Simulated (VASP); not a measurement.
# W (Cmcm) in VASP: further runs, part 2 of 2

VASP 6.6.1. Earlier steps stand in the parts before.

## 4. Single point, PBEsol (mode 4 (104.6 1/cm) frozen in, largest displacement -0.120 Å)

INCAR

```
SYSTEM = W
PREC     = Accurate       ! precision mode
ENCUT    = 520            ! plane-wave cutoff, eV
EDIFF    = 1E-7           ! SCF threshold, eV
ISMEAR   = 0              ! smearing method
SIGMA    = 0.15           ! smearing width, eV
LREAL    = .False.        ! projectors in reciprocal space
LASPH    = .True.         ! aspherical terms in the spheres
NELM     = 80             ! most SCF steps
ALGO     = Fast           ! electronic algorithm
ISIF     = 2              ! what is computed and relaxed
LWAVE    = .False.        ! write WAVECAR
LCHARG   = .False.        ! write CHGCAR
GGA      = PS             ! functional
NBANDS   = 21             ! bands
```

KPOINTS

```
regular mesh
0
Gamma
  22 22 16
  0 0 0
```

POSCAR

```
W
1.0
    0.0000000000     -1.9989957669     -1.9989957669
    0.0000000000      1.9989957669     -1.9989957669
    3.9979915338      0.0000000000      0.0000000000
W
2
Direct
    0.5300150711      0.5300150711      0.5000000000
   -0.0300150711     -0.0300150711      0.0000000000
```

Potentials or basis: VASP PAW PBE potentials, release 64 (W_sv).

The run is started by

```bash
> cat potpaw_PBE.64/W_sv/POTCAR > POTCAR
> mpirun -np 1 vasp_std > vasp.out
```

OUTCAR:

```text
SYSTEM = W
   PREC = Accurate
   ENCUT = 520
   EDIFF = 1E-7
   ISMEAR = 0
   LREAL = .False.
   LASPH = .True.
   NELM = 80
   ISIF = 2
   GGA = PS

 ion  position               nearest neighbor table
   1  0.530  0.530  0.500-   2 2.66   2 2.66   2 2.84   2 2.84   2 2.84   2 2.84   2 3.00   2 3.00

   2  0.970  0.970  0.000-   1 2.66   1 2.66   1 2.84   1 2.84   1 2.84   1 2.84   1 3.00   1 3.00

  LATTYP: Found a simple tetragonal cell.
 ALAT       =     2.8270069247
 C/A-ratio  =     1.4142135624

  Lattice vectors:

 A1 = (   0.0000000000,  -1.9989957669,  -1.9989957669)
 A2 = (   0.0000000000,   1.9989957669,  -1.9989957669)
 A3 = (   3.9979915338,   0.0000000000,   0.0000000000)

Analysis of symmetry for initial positions (statically):
=====================================================================
 Subroutine PRICEL returns:
 Original cell was already a primitive cell.

 Routine SETGRP: Setting up the symmetry group for a
 simple tetragonal supercell.

 Subroutine GETGRP returns: Found  8 space group operations
 (whereof  4 operations were pure point group operations)
[... 157 lines left out ...]

 number of electron      27.9999998 magnetization

 Free energy of the ion-electron system (eV)
  ---------------------------------------------------
  ext. energy  EPLUGINS =         0.00000000
  ---------------------------------------------------
  free energy    TOTEN  =       -26.52641616 eV

  energy without entropy =      -26.50148162  energy(sigma->0) =      -26.51394889

 E-fermi :  10.7069     XC(G=0): -13.6913

 val. band max:       10.7065076125   @ k =  -0.0455   0.2727   0.4375
 cond. band min:      10.7075027715   @ k =   0.1818   0.0909   0.1875
 fundamental gap:      0.0009951590
 Fermi energy:        10.7069078103

 k-point     1 :       0.0000    0.0000    0.0000
  band No.  band energies     occupation
      1     -62.8573      2.00000
      2     -62.6781      2.00000
      3     -27.6792      2.00000
      4     -26.9210      2.00000
      5     -26.8946      2.00000
      6     -26.4875      2.00000
[... 565 lines left out ...]
     20      18.7275      0.00000
     21      21.8336      0.00000

 [... further k-points ...]
[... 5 lines left out ...]
  --------------------------------------------------------------------------------------
  -------------------------------------------------------------------------------------
  Total        1.4121046      1.1925355     -0.2140570      0.0000000      0.0000000      0.0000000
  in kB       70.8079202     59.7979497    -10.7335742      0.0000000      0.0000000      0.0000000
  external PRESSURE =      39.9574319 kB  Pullay stress =       0.0000000 kB

 VOLUME and BASIS-vectors are now :
 -----------------------------------------------------------------------------
  energy-cutoff  :      520.00
  volume of cell :       31.95
      direct lattice vectors                 reciprocal lattice vectors
     0.000000000 -1.998995767 -1.998995767     0.000000000 -0.250125592 -0.250125592
     0.000000000  1.998995767 -1.998995767     0.000000000  0.250125592 -0.250125592
     3.997991534  0.000000000  0.000000000     0.250125592  0.000000000  0.000000000

 POSITION                                       TOTAL-FORCE (eV/Angst)
 -----------------------------------------------------------------------------------
      1.99900      0.00000     -2.11900         0.000000      0.000000      0.883834
      0.00000      0.00000     -3.87799         0.000000      0.000000     -0.883834
 -----------------------------------------------------------------------------------
    total drift:                               -0.000000      0.000000     -0.000000

  FREE ENERGIE OF THE ION-ELECTRON SYSTEM (eV)
  ---------------------------------------------------
  free  energy   TOTEN  =       -26.5264161576 eV

  energy  without entropy=      -26.5014816216  energy(sigma->0) =      -26.51394889
```

stdout:

```text
POSCAR found type information on POSCAR W
 POSCAR found :  1 types and       2 ions
 scaLAPACK will be used
 -----------------------------------------------------------------------------
|                                                                             |
[... 32 lines left out ...]
 num prob WARNING in EDDRMM: call to ZHEGV failed, returncode =   8  4     19
 num prob WARNING in EDDRMM: call to ZHEGV failed, returncode =   6  3     18
 num prob WARNING in EDDRMM: call to ZHEGV failed, returncode =   8  4     20
 num prob  num prob  num prob WARNING in EDDRMM: call to ZHEGV failed, returncode =   8  4     19
WARNING in EDDRMM: call to ZHEGV failed, returncode =   8  4     20
WARNING in EDDRMM: call to ZHEGV failed, returncode =   8  4     17
 num prob  num prob RMM:  15    -0.265264161576E+02   -0.96955E-07   -0.44456E-07 46076   0.541E-03
```

It took 4.5 min on 1 thread of Intel Xeon 6975P-C (Granite Rapids), shared host; peak memory 0.67 GiB.

What came out:

```yaml
Free_energy: -26.5264 eV
Pressure: 4.0 GPa
Largest_force: 0.884 eV/Å
Band_gap_on_the_k_mesh: zero (band 14 reaches 13.91 eV, above the bottom of band 15 at 10.31 eV)
```

Forces on the atoms (eV/Å):
```
W    0.000  0.000  0.884
W    0.000  0.000 -0.884
```

Caveat: the cell differs from its parent crystal (mode 4 (104.6 1/cm) frozen in, largest displacement -0.120 Å); the PAW data sets were made with another functional, which shifts forces and pressure a little; spin-orbit coupling is left out, which moves the levels of the heavy elements.

## 5. Single point, PBEsol (mode 4 (104.6 1/cm) frozen in, largest displacement +0.090 Å)

INCAR

```
  ALGO = Fast
  EDIFF = 1E-6
  ENCUT = 520
  GGA = PS
  ISIF = 2
  ISMEAR = 0
  LASPH = True
  LCHARG = False
  LREAL = False
  LWAVE = False
  NBANDS = 21
  NELM = 60
  PREC = Accurate
  SIGMA = 0.15
```

KPOINTS

```
k-points
0
Gamma
  22 22 16
```

POSCAR

```
W
1.0
    0.0000000000     -1.9989957669     -1.9989957669
    0.0000000000      1.9989957669     -1.9989957669
    3.9979915338      0.0000000000      0.0000000000
W
2
Direct
    0.4774886967      0.4774886967      0.5000000000
    0.0225113033      0.0225113033      0.0000000000
```

The run is started by

```bash
> cat potpaw_PBE.64/W_sv/POTCAR > POTCAR
> mpirun -np 1 vasp_std > vasp.out
```

It took 3.6 min on 1 thread of Intel Xeon 6975P-C (Granite Rapids), shared host; peak memory 0.67 GiB.

The run converged. Its results:

```yaml
Free_energy: -26.5728 eV
Pressure: 2.5 GPa
Largest_force: 0.663 eV/Å
Band_gap_on_the_k_mesh: zero (band 14 reaches 13.91 eV, above the bottom of band 15 at 10.30 eV)
```

Forces in eV/Å, atoms in the order of the input:
```
W    0.000  0.000 -0.663
W    0.000  0.000  0.663
```

Stress tensor (GPa, compression positive):
```
 4.38  0.00  0.00
 0.00  3.84  0.00
 0.00  0.00 -0.70
```

Levels at points of the mesh, in eV from the Fermi level:
```tsv
k point	band 10	band 11	band 12	band 13	band 14	band 15	band 16	band 17	band 18	band 19
(0.00, 0.00, 0.00)	-5.68	-4.65	-0.72	-0.62	-0.50	2.50	2.77	3.24	5.08	5.62
(0.50, 0.00, 0.00)	-3.92	-2.52	-2.38	-1.80	-1.57	0.83	1.13	1.77	3.04	6.42
(0.50, 0.50, 0.00)	-5.65	-4.70	-4.62	2.83	3.22	5.15	5.64	5.74	5.94	6.01
(0.00, 0.00, 0.50)	-6.13	-3.14	-3.14	-0.28	-0.28	1.73	1.73	1.81	1.81	3.90
(0.50, 0.00, 0.50)	-5.74	-0.97	-0.97	-0.74	-0.74	0.76	0.76	5.01	5.01	5.31
(0.50, 0.50, 0.50)	-3.98	-2.07	-2.07	-2.02	-2.02	1.44	1.44	6.02	6.02	9.96
```

Caveat: the cell differs from its parent crystal (mode 4 (104.6 1/cm) frozen in, largest displacement +0.090 Å); the PAW data sets were made with another functional, which shifts forces and pressure a little; spin-orbit coupling is left out, which moves the levels of the heavy elements.
